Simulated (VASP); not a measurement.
# SrO (Fm-3m) in VASP: further runs, part 2 of 2

VASP 6.6.1. Earlier steps stand in the parts before.

## 4. Single point, PBEsol (Mg replaced by Sr, lengths x 1.157, strained)

INCAR

```
PREC = Accurate
ENCUT = 910
EDIFF = 1E-6
ISMEAR = 0
SIGMA = 0.02
LREAL = False
LASPH = True
NELM = 120
ALGO = Normal
ISIF = 2
LWAVE = False
LCHARG = False
GGA = PS
NBANDS = 15
GGA_COMPAT = False
```

KPOINTS

```
Automatic mesh
0
Gamma
  8 8 8
```

POSCAR

```
SrO
1.0
    0.0000000000      2.4759652423      2.4759652423
    2.4759652423      0.0000000000      2.4759652423
    2.4759652423      2.4759652423      0.0000000000
Sr O
1 1
Direct
    0.0000000000      0.0000000000      0.0000000000
    0.5000000000      0.5000000000      0.5000000000
```

Potentials or basis: VASP PAW PBE potentials, release 64 (Sr_sv, O_h).

The run is started by

```console
cat potpaw_PBE.64/Sr_sv/POTCAR potpaw_PBE.64/O_h/POTCAR > POTCAR
mpirun -np 1 vasp_std > vasp.out
```

OUTCAR:

```text
PREC = Accurate
   ENCUT = 910
   EDIFF = 1E-6
   ISMEAR = 0
   LREAL = False
   LASPH = True
   NELM = 120
   ISIF = 2
   GGA = PS

 ion  position               nearest neighbor table
   1  0.000  0.000  0.000-   2 2.48   2 2.48   2 2.48   2 2.48   2 2.48   2 2.48
   2  0.500  0.500  0.500-   1 2.48   1 2.48   1 2.48   1 2.48   1 2.48   1 2.48

  LATTYP: Found a face centered cubic cell.
 ALAT       =     4.9519304846

  Lattice vectors:

 A1 = (   0.0000000000,   2.4759652423,   2.4759652423)
 A2 = (   2.4759652423,   0.0000000000,   2.4759652423)
 A3 = (   2.4759652423,   2.4759652423,   0.0000000000)

Analysis of symmetry for initial positions (statically):
=====================================================================
 Subroutine PRICEL returns:
 Original cell was already a primitive cell.

 Routine SETGRP: Setting up the symmetry group for a
 face centered cubic supercell.

 Subroutine GETGRP returns: Found 48 space group operations
 (whereof 48 operations were pure point group operations)
 out of a pool of 48 trial point group operations.

The static configuration has the point symmetry O_h .

Analysis of symmetry for dynamics (positions and initial velocities):
[... 178 lines left out ...]
     10       8.6944      0.00000
     11       8.6944      0.00000
     12       8.6944      0.00000
     13      11.1621      0.00000
     14      11.1621      0.00000
[... 401 lines left out ...]
      2     -14.2365      2.00000
      3     -11.6465      2.00000
      4     -11.4183      2.00000
      5     -10.2486      2.00000
      6       0.5562      2.00000
      7       1.3363      2.00000
      8       1.4706      2.00000
      9       9.0112      0.00000
     10       9.3974      0.00000
     11      12.5289      0.00000
     12      12.5749      0.00000
     13      15.0164      0.00000
     14      16.3978      0.00000
     15      16.9833      0.00000

 [... further k-points ...]

------------------------ aborting loop because EDIFF is reached ----------------------------------------

  FORCE on cell =-STRESS in cart. coord.  units (eV):
  Direction    XX          YY          ZZ          XY          YZ          ZX
  --------------------------------------------------------------------------------------
  -------------------------------------------------------------------------------------
  Total        2.4257906      2.4257906      2.4257906      0.0000000      0.0000000      0.0000000
  in kB      128.0266172    128.0266172    128.0266172      0.0000000      0.0000000      0.0000000
  external PRESSURE =     128.0266172 kB  Pullay stress =       0.0000000 kB

 VOLUME and BASIS-vectors are now :
 -----------------------------------------------------------------------------
  energy-cutoff  :      910.00
  volume of cell :       30.36
      direct lattice vectors                 reciprocal lattice vectors
     0.000000000  2.475965242  2.475965242    -0.201941445  0.201941445  0.201941445
     2.475965242  0.000000000  2.475965242     0.201941445 -0.201941445  0.201941445
     2.475965242  2.475965242  0.000000000     0.201941445  0.201941445 -0.201941445

 POSITION                                       TOTAL-FORCE (eV/Angst)
 -----------------------------------------------------------------------------------
      0.00000      0.00000      0.00000         0.000000     -0.000000      0.000000
      2.47597      2.47597      2.47597        -0.000000      0.000000     -0.000000
 -----------------------------------------------------------------------------------
    total drift:                                0.000000      0.000000      0.000000

  FREE ENERGIE OF THE ION-ELECTRON SYSTEM (eV)
  ---------------------------------------------------
  free  energy   TOTEN  =       -12.5157223372 eV

  energy  without entropy=      -12.5157223372  energy(sigma->0) =      -12.51572234
```

OSZICAR:

```text
N       E                     dE             d eps       ncg     rms          rms(c)
DAV:   1     0.106417800862E+03    0.10642E+03   -0.12151E+04   870   0.166E+03
DAV:   2    -0.737449290444E+01   -0.11379E+03   -0.10090E+03  1277   0.286E+02
DAV:   3    -0.143515093404E+02   -0.69770E+01   -0.69130E+01  1031   0.627E+01
DAV:   4    -0.145276340599E+02   -0.17612E+00   -0.17606E+00  1148   0.980E+00
DAV:   5    -0.145318573774E+02   -0.42233E-02   -0.42183E-02  1032   0.138E+00    0.216E+01
DAV:   6    -0.126509312980E+02    0.18809E+01   -0.53109E+00  1024   0.189E+01    0.258E+01
DAV:   7    -0.125432814479E+02    0.10765E+00   -0.27346E-01   997   0.508E+00    0.147E+01
DAV:   8    -0.125141053256E+02    0.29176E-01   -0.12146E-01  1136   0.347E+00    0.213E+00
DAV:   9    -0.125154438468E+02   -0.13385E-02   -0.56980E-03  1383   0.556E-01    0.383E-01
DAV:  10    -0.125157067067E+02   -0.26286E-03   -0.95299E-04   975   0.291E-01    0.132E-01
DAV:  11    -0.125157253887E+02   -0.18682E-04   -0.57418E-05  1075   0.680E-02    0.441E-02
DAV:  12    -0.125157224670E+02    0.29217E-05   -0.83834E-06   961   0.319E-02    0.179E-02
DAV:  13    -0.125157223372E+02    0.12978E-06   -0.52302E-07   666   0.754E-03
   1 F= -.12515722E+02 E0= -.12515722E+02  d E =-.741383E-37
```

stdout:

```text
POSCAR found type information on POSCAR SrO
 POSCAR found :  2 types and       2 ions
 scaLAPACK will be used
 -----------------------------------------------------------------------------
|                                                                             |
|                                                                             |
|     You enforced a specific xc type in the INCAR file but a different       |
|     I HOPE YOU KNOW WHAT YOU ARE DOING!                                     |
|                                                                             |
 -----------------------------------------------------------------------------

 LDA part: xc-table for (Slater+PW92), standard interpolation
 POSCAR, INCAR and KPOINTS ok, starting setup
 FFT: planning ... GRIDC
 FFT: planning ... GRID_SOFT
 FFT: planning ... GRID
 WAVECAR not read
 entering main loop
```

It took 24 s on 1 thread of AMD EPYC 9R45 (Zen 5), shared host; peak memory 0.19 GiB.

What came out:

* Free energy: -12.5157 eV
* Pressure: 12.8 GPa
* Band gap on the k mesh: 3.03 eV, direct

Caveat: the cell differs from its parent crystal (Mg replaced by Sr, lengths x 1.157, strained); the cutoff is under 1.25 times the usual one of these potentials, so pressure, stress and relaxed cells hold a basis-set (Pulay) error; the PAW data sets were made with another functional, which shifts forces and pressure a little.

## 5. Single point, PBEsol (Mg replaced by Sr, lengths x 1.157, strained)

INCAR

```
PREC = Accurate
ENCUT = 910
EDIFF = 1E-6
ISMEAR = 0
SIGMA = 0.1
LREAL = F
LASPH = T
NELM = 120
ALGO = Normal
ISIF = 2
LWAVE = F
LCHARG = T
GGA = PS
LELF = T
LVHAR = T
NBANDS = 15
GGA_COMPAT = F
```

KPOINTS

```
regular mesh
0
Gamma
  6 6 6
```

POSCAR is that of step 4.

Potentials or basis: VASP PAW PBE potentials, release 64 (Sr_sv, O_h).

The run is started by

```console
cat potpaw_PBE.64/Sr_sv/POTCAR potpaw_PBE.64/O_h/POTCAR > POTCAR
mpirun -np 1 vasp_std > vasp.out
```

OUTCAR:

```text
PREC = Accurate
   ENCUT = 910
   EDIFF = 1E-6
   ISMEAR = 0
   LREAL = F
   LASPH = T
   NELM = 120
   ISIF = 2
   GGA = PS

 ion  position               nearest neighbor table
   1  0.000  0.000  0.000-   2 2.48   2 2.48   2 2.48   2 2.48   2 2.48   2 2.48
   2  0.500  0.500  0.500-   1 2.48   1 2.48   1 2.48   1 2.48   1 2.48   1 2.48

  LATTYP: Found a face centered cubic cell.
 ALAT       =     4.9519304846

  Lattice vectors:
[... 463 lines left out ...]
     14      16.6204      0.00000
     15      17.0501      0.00000

------------------------ aborting loop because EDIFF is reached ----------------------------------------

  FORCE on cell =-STRESS in cart. coord.  units (eV):
  Direction    XX          YY          ZZ          XY          YZ          ZX
  --------------------------------------------------------------------------------------
  -------------------------------------------------------------------------------------
  Total        2.4273605      2.4273605      2.4273605      0.0000000     -0.0000000      0.0000000
  in kB      128.1094704    128.1094704    128.1094704      0.0000000     -0.0000000      0.0000000
  external PRESSURE =     128.1094704 kB  Pullay stress =       0.0000000 kB

 VOLUME and BASIS-vectors are now :
 -----------------------------------------------------------------------------
  energy-cutoff  :      910.00
  volume of cell :       30.36
      direct lattice vectors                 reciprocal lattice vectors
     0.000000000  2.475965242  2.475965242    -0.201941445  0.201941445  0.201941445
     2.475965242  0.000000000  2.475965242     0.201941445 -0.201941445  0.201941445
     2.475965242  2.475965242  0.000000000     0.201941445  0.201941445 -0.201941445

 POSITION                                       TOTAL-FORCE (eV/Angst)
 -----------------------------------------------------------------------------------
      0.00000      0.00000      0.00000         0.000000      0.000000     -0.000000
      2.47597      2.47597      2.47597        -0.000000     -0.000000      0.000000
 -----------------------------------------------------------------------------------
    total drift:                                0.000000      0.000000      0.000000

  FREE ENERGIE OF THE ION-ELECTRON SYSTEM (eV)
  ---------------------------------------------------
  free  energy   TOTEN  =       -12.5156192827 eV

  energy  without entropy=      -12.5156192827  energy(sigma->0) =      -12.51561928
```

stdout:

```text
POSCAR found type information on POSCAR SrO
 POSCAR found :  2 types and       2 ions
 scaLAPACK will be used
 -----------------------------------------------------------------------------
|                                                                             |
|                                                                             |
|     You enforced a specific xc type in the INCAR file but a different       |
|     I HOPE YOU KNOW WHAT YOU ARE DOING!                                     |
|                                                                             |
 -----------------------------------------------------------------------------

 LDA part: xc-table for (Slater+PW92), standard interpolation
 POSCAR, INCAR and KPOINTS ok, starting setup
 FFT: planning ... GRIDC
 FFT: planning ... GRID_SOFT
 FFT: planning ... GRID
 WAVECAR not read
 entering main loop
```

Wall time 18 s (1 thread of Intel Xeon Platinum 8375C at 2.90GHz (Ice Lake), shared host); peak memory 0.22 GiB.

Results:

| Item | Value |
| --- | --- |
| Free energy | -12.5156 eV |
| Pressure | 12.8 GPa |
| Band gap on the k mesh | 3.03 eV, direct |

Levels at points of the mesh, in eV from the valence-band top:
```tsv
k point	band 6	band 7	band 8	band 9	band 10	band 11
(0.00, 0.00, 0.00)	-0.01	-0.01	-0.01	4.67	6.37	6.37
(0.50, 0.00, 0.00)	-2.47	-1.41	-1.41	6.97	9.21	9.49
(0.50, 0.50, 0.00)	-0.20	0.00	0.00	3.03	8.66	10.94
```

Caveat: the cell differs from its parent crystal (Mg replaced by Sr, lengths x 1.157, strained); the cutoff is under 1.25 times the usual one of these potentials, so pressure, stress and relaxed cells hold a basis-set (Pulay) error; the PAW data sets were made with another functional, which shifts forces and pressure a little. A k mesh can miss the band edges.

## 6. The runs side by side

| potentials or basis | k mesh | cutoff (eV) | smearing | second run | gap on the mesh (eV) | pressure (GPa) |
| --- | --- | --- | --- | --- | --- | --- |
| VASP PAW PBE potentials, release 64 (Sr_sv, O) | 6 × 6 × 6 | 520 | gaussian 0.1 eV | - | 3.03 | 13.0 |
| VASP PAW PBE potentials, release 64 (Sr_sv, O) | 8 × 8 × 8 | 520 | gaussian 0.02 eV | - | 3.03 | 13.0 |
| VASP PAW PBE potentials, release 64 (Sr_sv, O_h) | 8 × 8 × 8 | 910 | gaussian 0.02 eV | hard_potentials | 3.03 | 12.8 |
| VASP PAW PBE potentials, release 64 (Sr_sv, O_h) | 6 × 6 × 6 | 910 | gaussian 0.1 eV | hard_potentials | 3.03 | 12.8 |

Alike in all rows: task single point; level PBEsol; no spin polarisation; cell as given.

Caveats: the PAW data sets were made with another functional, which shifts forces and pressure a little; the cutoff is under 1.25 times the usual one of these potentials, so pressure, stress and relaxed cells hold a basis-set (Pulay) error (some runs).

Total energies depend on the potentials used, so only differences within one code and one set of settings carry meaning.
